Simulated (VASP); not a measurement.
# TaN (WC type) (P-6m2) in VASP: further runs

The runs below take TaN (WC type) through single point, with PBE.

Everything below comes from runs of VASP 6.6.1. Logs are shortened: lines on timing, memory, paths and dates and some standing lists are left out, and cuts for length are marked.

### Step 1. The cell of the first run

It takes space group P-6m2 (No. 187, hexagonal). Conventional cell: a = 2.877 Å, b = 2.877 Å, c = 2.838 Å, α = 90.00°, β = 90.00°, γ = 120.00°. Within 2.9 Å of Ta (site symmetry -6m2) lie 6 N at 2.18 Å and 8 Ta at 2.84 to 2.88 Å. N (site symmetry -6m2) has 6 Ta at 2.18 Å and 8 N at 2.84 to 2.88 Å within 2.9 Å.

### Step 2. Single point, PBE

File INCAR:

```
PREC = Accurate
ENCUT = 520
EDIFF = 1E-7
ISMEAR = -1
SIGMA = 0.08
LREAL = F
LASPH = T
NELM = 60
ALGO = Normal
ISIF = 2
LWAVE = F
LCHARG = T
GGA = PE
LELF = T
LVHAR = T
NBANDS = 15
```

File KPOINTS:

```
regular mesh
0
Gamma
  16 16 14
```

File POSCAR:

```
TaN
1.0
    2.8766795903      0.0000000000      0.0000000000
   -1.4383397951      2.4912776038      0.0000000000
    0.0000000000      0.0000000000      2.8380098351
Ta N
1 1
Direct
    0.0000000000      0.0000000000      0.0000000000
    0.3333333333      0.6666666667      0.5000000000
```

Potentials or basis: VASP PAW PBE potentials, release 64 (Ta_pv, N).

Started as:

```
$ cat potpaw_PBE.64/Ta_pv/POTCAR potpaw_PBE.64/N/POTCAR > POTCAR
$ mpirun -np 1 vasp_std > vasp.out
```

OUTCAR:

```text
PREC = Accurate
   ENCUT = 520
   EDIFF = 1E-7
   ISMEAR = -1
   LREAL = F
   LASPH = T
   NELM = 60
   ISIF = 2
   GGA = PE

 ion  position               nearest neighbor table
   1  0.000  0.000  0.000-   2 2.18   2 2.18   2 2.18   2 2.18   2 2.18   2 2.18
   2  0.333  0.667  0.500-   1 2.18   1 2.18   1 2.18   1 2.18   1 2.18   1 2.18

  LATTYP: Found a hexagonal cell.
 ALAT       =     2.8766795903
 C/A-ratio  =     0.9865575035

  Lattice vectors:

 A1 = (   2.8766795903,   0.0000000000,   0.0000000000)
 A2 = (  -1.4383397951,   2.4912776038,   0.0000000000)
 A3 = (   0.0000000000,   0.0000000000,   2.8380098351)

Analysis of symmetry for initial positions (statically):
=====================================================================
 Subroutine PRICEL returns:
 Original cell was already a primitive cell.

 Routine SETGRP: Setting up the symmetry group for a
 hexagonal supercell.

 Subroutine GETGRP returns: Found 12 space group operations
 (whereof 12 operations were pure point group operations)
 out of a pool of 24 trial point group operations.

The static configuration has the point symmetry D_3h.

Analysis of symmetry for dynamics (positions and initial velocities):
=====================================================================
 Subroutine PRICEL returns:
 Original cell was already a primitive cell.

 Routine SETGRP: Setting up the symmetry group for a
 hexagonal supercell.

 Subroutine GETGRP returns: Found 12 space group operations
 (whereof 12 operations were pure point group operations)
 out of a pool of 24 trial point group operations.

The dynamic configuration has the point symmetry D_3h.

 Subroutine INISYM returns: Found 12 space group operations
 (whereof 12 operations are pure point group operations),
 and found     1 'primitive' translations

----------------------------------------------------------------------------------------

                                     Primitive cell

  volume of cell :      20.3389

  direct lattice vectors                    reciprocal lattice vectors
     2.876679590  0.000000000  0.000000000     0.347623004  0.200700235  0.000000000
    -1.438339795  2.491277604  0.000000000     0.000000000  0.401400470  0.000000000
     0.000000000  0.000000000  2.838009835     0.000000000  0.000000000  0.352359596

  length of vectors
     2.876679590  2.876679590  2.838009835     0.401400470  0.401400470  0.352359596

  position of ions in fractional coordinates (direct lattice)
     0.000000000  0.000000000  0.000000000
     0.333333333  0.666666667  0.500000000

  ion indices of the primitive-cell ions
   primitive index   ion index
                 1           1
                 2           2

----------------------------------------------------------------------------------------

 KPOINTS: regular mesh

Automatic generation of k-mesh.
 Grid dimensions read from file:
 generate k-points for:   16   16   14

 Generating k-lattice:

  Cartesian coordinates                     Fractional coordinates (reciprocal lattice)
     0.021726438  0.012543765  0.000000000     0.062500000  0.000000000  0.000000000
     0.000000000  0.025087529  0.000000000     0.000000000  0.062500000  0.000000000
     0.000000000  0.000000000  0.025168543     0.000000000  0.000000000  0.071428571

  Length of vectors
     0.025087529  0.025087529  0.025168543

  Shift w.r.t. Gamma in fractional coordinates (k-lattice)
     0.000000000  0.000000000  0.000000000

 Subroutine IBZKPT returns following result:
 ===========================================

 Found    240 irreducible k-points:

 Following reciprocal coordinates:
            Coordinates               Weight
  0.000000  0.000000  0.000000      1.000000
  0.062500  0.000000  0.000000      6.000000
  0.125000  0.000000  0.000000      6.000000
  0.187500  0.000000  0.000000      6.000000
  0.250000  0.000000  0.000000      6.000000
  0.312500  0.000000  0.000000      6.000000
[... 16 lines left out ...]
  0.187500  0.187500  0.000000      6.000000
  0.250000  0.187500  0.000000     12.000000
 [... further k-points ...]
   k-points           NKPTS =    240   k-points in BZ     NKDIM =    240   number of bands    NBANDS=     15
   number of dos      NEDOS =    301   number of ions     NIONS =      2
   total plane-waves  NPLWV =  13824
   dimension x,y,z NGX =    24 NGY =   24 NGZ =   24
   dimension x,y,z NGXF=    48 NGYF=   48 NGZF=   48
   ions per type =               1   1
   NGX,Y,Z   is equivalent  to a cutoff of  13.87, 13.87, 14.06 a.u.
   NGXF,Y,Z  is equivalent  to a cutoff of  27.74, 27.74, 28.12 a.u.
 SYSTEM =  unknown system
   PREC   = accura    normal or accurate (medium, high low for compatibility)
   ISTART =      0    job   : 0-new  1-cont  2-samecut
   ICHARG =      2    charge: 1-file 2-atom 10-const
   ISPIN  =      1    spin polarized calculation?
   LNONCOLLINEAR =      F non collinear calculations
   LSORBIT =      F    spin-orbit coupling
   LASPH  =      T    aspherical Exc in radial PAW
   ENCUT  =  520.0 eV  38.22 Ry    6.18 a.u.   5.35  5.35  5.28*2*pi/ulx,y,z
   NELM   =     60;   NELMIN=  2; NELMDL= -5     # of ELM steps
   EDIFF  = 0.1E-06   stopping-criterion for ELM
   LREAL  =      F    real-space projection
   EDIFFG = 0.1E-05   stopping-criterion for IOM
   NSW    =      0    number of steps for IOM
   IBRION =     -1    ionic relax: 0-MD 1-quasi-New 2-CG
   NFREE  =      0    steps in history (QN), initial steepest desc. (CG)
   ISIF   =      2    stress and relaxation
   ISYM   =      2    0-nonsym 1-usesym 2-fastsym
   POTIM  = 0.5000    time-step for ionic-motion
   TEBEG  =    0.0;   TEEND  =   0.0 temperature during run
   PSTRESS=    0.0 pullay stress
   NELECT =      16.0000    total number of electrons
   NUPDOWN=      -1.0000    fix difference up-down
   EMIN   =  10.00;   EMAX   =-10.00  energy-range for DOS
   EFERMI =   0.00;   METHOD = LEGACY
   ISMEAR =    -1;   SIGMA  =   0.08  broadening in eV -4-tet -1-fermi 0-gaus
   EFERMI_NEDOS =   21; number of points for ismear=-14 and -15
   IALGO  =     38    algorithm
   IMIX   =      4    mixing-type and parameters
     AMIX     =   0.40;   BMIX     =  1.00
     AMIX_MAG =   1.60;   BMIX_MAG =  1.00
  volume/ion in A,a.u.               =      10.17        68.63
  Fermi-wavevector in a.u.,A,eV,Ry     =   1.511259  2.855866 31.074410  2.283905
  Thomas-Fermi vector in A             =   2.621340
   LORBIT       =      0    0 simple, 1 ext, 2 COOP (PROOUT), +10 PAW based schemes
   GGA     = PE    functional components
   LHFCALC =     F    Hartree Fock is set to
   AEXX    =    0.0000 exact exchange contribution
   IVDW    =     0    specifies the selected vdW correction
   LEPSILON=     F    determine dielectric tensor
   LRPA    =     F    only Hartree local field effects (RPA)
 non-spin polarized calculation
  energy-cutoff  :      520.00
  volume of cell :       20.34
 maximum number of plane-waves:       574
 NGX is ok and might be reduce to    24
   NGX = 11   NGY = 11   NGZ = 11

 number of electron      15.9999998 magnetization

 Free energy of the ion-electron system (eV)
  ---------------------------------------------------
  ext. energy  EPLUGINS =         0.00000000
  ---------------------------------------------------
  free energy    TOTEN  =       -22.31453425 eV

  energy without entropy =      -22.31297489  energy(sigma->0) =      -22.31375457

 E-fermi :   8.8665     XC(G=0): -13.6680

 val. band max:        8.8510535041   @ k =   0.3125   0.3125   0.0000
 cond. band min:       8.9124671282   @ k =   0.0625   0.0000   0.5000
 fundamental gap:      0.0614136242
 Fermi energy:         8.8664619807

 k-point     1 :       0.0000    0.0000    0.0000
  band No.  band energies     occupation
      1     -25.8233      2.00000
      2     -25.5045      2.00000
      3     -25.5045      2.00000
      4      -9.3505      2.00000
      5       4.0885      2.00000
      6       4.0885      2.00000
      7       4.3734      2.00000
      8       5.8437      2.00000
      9      11.5707      0.00000
     10      12.6998      0.00000
     11      12.6998      0.00000
     12      13.2078      0.00000
     13      13.2078      0.00000
     14      22.3264      0.00000
     15      22.5887      0.00000

 k-point     2 :       0.0625    0.0000    0.0000
  band No.  band energies     occupation
      1     -25.8165      2.00000
      2     -25.5584      2.00000
      3     -25.5157      2.00000
      4      -9.2591      2.00000
      5       3.8172      2.00000
      6       4.1572      2.00000
      7       4.5146      2.00000
      8       5.7124      2.00000
      9      11.8936      0.00000
     10      12.5048      0.00000
     11      12.7127      0.00000
     12      13.1602      0.00000
     13      13.3266      0.00000
     14      22.3246      0.00000
     15      22.5766      0.00000

 k-point     3 :       0.1250    0.0000    0.0000
  band No.  band energies     occupation
      1     -25.7969      2.00000
      2     -25.7091      2.00000
      3     -25.5475      2.00000
      4      -8.9984      2.00000
      5       3.2064      2.00000
      6       4.3502      2.00000
      7       4.8326      2.00000
      8       5.3641      2.00000
      9      12.0044      0.00000
     10      12.7299      0.00000
     11      12.7680      0.00000
     12      13.0276      0.00000
     13      13.6226      0.00000
     14      22.3155      0.00000
     15      22.5467      0.00000
[... 343 lines left out ...]
 k-point    23 :       0.1875    0.1875    0.0000
  band No.  band energies     occupation
      1     -26.3777      2.00000
      2     -25.8184      2.00000
      3     -25.6896      2.00000
      4      -7.5183      2.00000
      5       1.2271      2.00000
      6       3.9400      2.00000
      7       4.5676      2.00000
      8       6.4262      2.00000
      9      10.3714      0.00000
     10      11.5695      0.00000
     11      14.0660      0.00000
     12      15.3573      0.00000
     13      16.2071      0.00000
     14      22.4355      0.00000
     15      23.1103      0.00000

 k-point    24 :       0.2500    0.1875    0.0000
  band No.  band energies     occupation
      1     -26.5071      2.00000
      2     -25.9187      2.00000
      3     -25.6619      2.00000
      4      -7.1070      2.00000
      5       0.9300      2.00000
      6       3.6701      2.00000
      7       4.2573      2.00000
      8       6.9463      2.00000
      9      10.3193      0.00000
     10      11.0963      0.00000
     11      14.1803      0.00000
     12      15.8066      0.00000
     13      17.4390      0.00000
     14      22.4347      0.00000
     15      23.3440      0.00000

 [... further k-points ...]

------------------------ aborting loop because EDIFF is reached ----------------------------------------

  FORCE on cell =-STRESS in cart. coord.  units (eV):
  Direction    XX          YY          ZZ          XY          YZ          ZX
  --------------------------------------------------------------------------------------
  -------------------------------------------------------------------------------------
  Total        3.6698920      3.6698920      3.6982275      0.0000000      0.0000000      0.0000000
  in kB      289.0921898    289.0921898    291.3242865      0.0000000      0.0000000      0.0000000
  external PRESSURE =     289.8362221 kB  Pullay stress =       0.0000000 kB

 VOLUME and BASIS-vectors are now :
 -----------------------------------------------------------------------------
  energy-cutoff  :      520.00
  volume of cell :       20.34
      direct lattice vectors                 reciprocal lattice vectors
     2.876679590  0.000000000  0.000000000     0.347623004  0.200700235  0.000000000
    -1.438339795  2.491277604  0.000000000     0.000000000  0.401400470  0.000000000
     0.000000000  0.000000000  2.838009835     0.000000000  0.000000000  0.352359596

 POSITION                                       TOTAL-FORCE (eV/Angst)
 -----------------------------------------------------------------------------------
      0.00000      0.00000      0.00000         0.000000      0.000000      0.000000
     -0.00000      1.66085      1.41900        -0.000000     -0.000000      0.000000
 -----------------------------------------------------------------------------------
    total drift:                                0.000000     -0.000000     -0.000000

  FREE ENERGIE OF THE ION-ELECTRON SYSTEM (eV)
  ---------------------------------------------------
  free  energy   TOTEN  =       -22.3145342537 eV

  energy  without entropy=      -22.3129748867  energy(sigma->0) =      -22.31375457
```

Run time: 56 s. Hardware: 1 thread of Intel Xeon 8259CL, shared host; peak memory 0.2 GiB.

Results:

| Property | Result |
| --- | --- |
| Free energy | -22.3145 eV |
| Pressure | 29.0 GPa |
| Band gap on the k mesh | zero (bands 8 and 9 overlap by 0.30 eV) |

Caveat: the cell stands under pressure; spin-orbit coupling is left out, which moves the levels of the heavy elements.

### Step 3. Single point, PBE

File INCAR:

```
SYSTEM = TaN
PREC = Accurate
ENCUT = 520
EDIFF = 1E-7
ISMEAR = -1
SIGMA = 0.08
LREAL = .FALSE.
LASPH = .TRUE.
NELM = 100
ALGO = Normal
ISIF = 2
LWAVE = .FALSE.
LCHARG = .TRUE.
GGA = PE
LELF = .TRUE.
LVHAR = .TRUE.
NBANDS = 15
```

File KPOINTS:

```
Automatic mesh
0
G
  16 16 14
  0 0 0
```

File POSCAR:

```
TaN
1.0
    2.8766133238      0.0000000000      0.0000000000
   -1.4383066619      2.4912202153      0.0000000000
    0.0000000000      0.0000000000      2.8378464255
Ta N
1 1
Direct
    0.0000000000      0.0000000000      0.0000000000
    0.3333333333      0.6666666667      0.5000000000
```

Potentials or basis: VASP PAW PBE potentials, release 64 (Ta_pv, N).

Started as:

```
$ cat potpaw_PBE.64/Ta_pv/POTCAR potpaw_PBE.64/N/POTCAR > POTCAR
$ mpirun -np 1 vasp_std > vasp.out
```

Wall time 53 s (1 thread of Intel Xeon 8259CL, shared host); peak memory 0.2 GiB.

It converged, with:

```yaml
Free_energy: -22.3142 eV
Pressure: 29.0 GPa
Band_gap_on_the_k_mesh: zero (bands 8 and 9 overlap by 0.30 eV)
```

Stress tensor (GPa, compression positive):
```
28.95  0.00  0.00
 0.00 28.95  0.00
 0.00  0.00 29.20
```

Levels at points of the mesh, in eV from the Fermi level:
```csv
k point,band 6,band 7,band 8,band 9,band 10,band 11
"(0.00, 0.00, 0.00)",-4.78,-4.49,-3.02,2.70,3.83,3.83
"(0.50, 0.00, 0.00)",-5.53,-3.72,-3.26,3.24,4.43,5.54
"(0.00, 0.00, 0.50)",-3.91,-3.91,-0.10,-0.10,2.50,3.55
"(0.50, 0.00, 0.50)",-6.42,-5.98,-0.25,4.59,5.86,6.54
```

Caveat: the cell stands under pressure; spin-orbit coupling is left out, which moves the levels of the heavy elements.

The gap in the log of VASP goes by the Fermi energy; the results here count the filled bands.